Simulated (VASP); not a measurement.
Here is a VASP 6.6.1 calculation.

INCAR

```
  PREC = Accurate
  ENCUT = 520
  EDIFF = 1E-7
  ISMEAR = -1
  SIGMA = 0.1
  LREAL = Auto
  LASPH = True
  NELM = 60
  ALGO = Normal
  ISIF = 2
  LWAVE = False
  LCHARG = True
  GGA = PE
  LELF = True
  LVHAR = True
  NBANDS = 102
```

File KPOINTS:

```
Automatic mesh
0
Gamma
  2 3 3
```

File POSCAR:

```
Hf8O15
1.0
   10.3238020000      0.0000000000      0.0000000000
    0.0000000000      5.2301820000      0.0000000000
   -0.8660250000      0.0000000000      5.2585930000
O Hf
15 8
Direct
    0.2312279647      0.7729128738      0.4865341357
    0.2668593715      0.2594947939      0.0379565408
    0.2726900990      0.2647993894      0.5454168064
    0.2274018847      0.7484148735      0.9887867344
    0.0221275058      0.2845589312      0.4078450262
    0.4705245522      0.8222518834      0.1466797297
    0.4719435301      0.6828657205      0.6494345541
   -0.0252778216     -0.1680442478      1.1092252243
    0.7304206442      0.7455734810      0.4508808725
    0.7743580854      0.2537204250      0.0083387324
    0.7722486358      0.2412237280      0.5067971604
    0.7328573913      0.7434179155      0.9537560713
    0.5290734346      0.3185936933      0.3488414106
    0.9787843914      0.7109303271      0.6068326642
    0.5315297903      0.1797423111      0.8498811374
    0.1371566404      0.0523448324      0.2267509579
    0.3632046992      0.5496328808      0.3010841493
    0.3623414124      0.9606874101      0.7973834446
    0.1342596122      0.4631792928      0.7311320728
    0.6389846077      0.0421813237      0.1991507995
    0.8702346128      0.5399100834      0.2672034135
    0.8648117138      0.9621322929      0.7678137479
    0.6386129997      0.4559344206      0.6974523413
```

Potentials or basis: VASP PAW PBE potentials, release 64 (O, Hf_pv).

Command:

```bash
$ cat potpaw_PBE.64/O/POTCAR potpaw_PBE.64/Hf_pv/POTCAR > POTCAR
$ mpirun -np 1 vasp_std > vasp.out
```

Problem. What does it give for the band gap on the k mesh?

Solution. 1.17 eV.

Problem. Estimate the pressure.

Solution. -4.3 GPa.

Problem. Estimate the largest force.

Solution. 0.790 eV/Å.

Forces on the atoms (eV/Å):
```
O    0.060 -0.044 -0.160
O   -0.053  0.065  0.012
O   -0.037 -0.127 -0.067
O    0.009 -0.050 -0.166
O    0.218  0.300 -0.489
O   -0.031  0.058 -0.062
O   -0.034 -0.012 -0.085
O   -0.275 -0.608  0.423
O    0.085  0.127 -0.011
O    0.021  0.085  0.101
O    0.001  0.040  0.139
O   -0.023  0.052 -0.030
O    0.076  0.075  0.046
O   -0.132 -0.138  0.351
O    0.031  0.005  0.031
Hf  -0.057 -0.126 -0.119
Hf   0.062  0.064  0.005
Hf   0.094 -0.043 -0.033
Hf   0.081 -0.160 -0.166
Hf  -0.058  0.099 -0.039
Hf  -0.070  0.334  0.126
Hf   0.061  0.013  0.224
Hf  -0.030 -0.008 -0.031
```

Caveat: spin-orbit coupling is left out, which moves the levels of the heavy elements.
